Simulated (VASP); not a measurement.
Crystal: GaSb.

```
CELL_PARAMETERS angstrom
0.00000 3.05900 3.05900
3.05900 0.00000 3.05900
3.05900 3.05900 0.00000
ATOMIC_POSITIONS crystal
Sb 0.75000 0.75000 0.75000
Ga 0.00000 0.00000 0.00000
```

Base run:

- Program: VASP 6.6.1
- Functional: b88 exchange, pbe correlation
- Potentials or basis: VASP PAW PBE potentials, release 64 (Sb, Ga_d)
- Cutoff: 500 eV
- k mesh: 8 × 8 × 8
- Occupations: fermi-dirac, width 0.05 eV
- Spin: no spin polarisation

Its results: pressure 2.2 GPa.

The run is repeated on the same cell with these changes: functional from b88 exchange, pbe correlation to B3LYP; cutoff from 500 eV to 520 eV; k mesh from 8 × 8 × 8 to 4 × 4 × 4. What comes out?

Pressure 3.1 GPa.

Several settings changed at once.

Caveats: some runs use coarse meshes; the PAW data sets were made with another functional, which shifts forces and pressure a little.
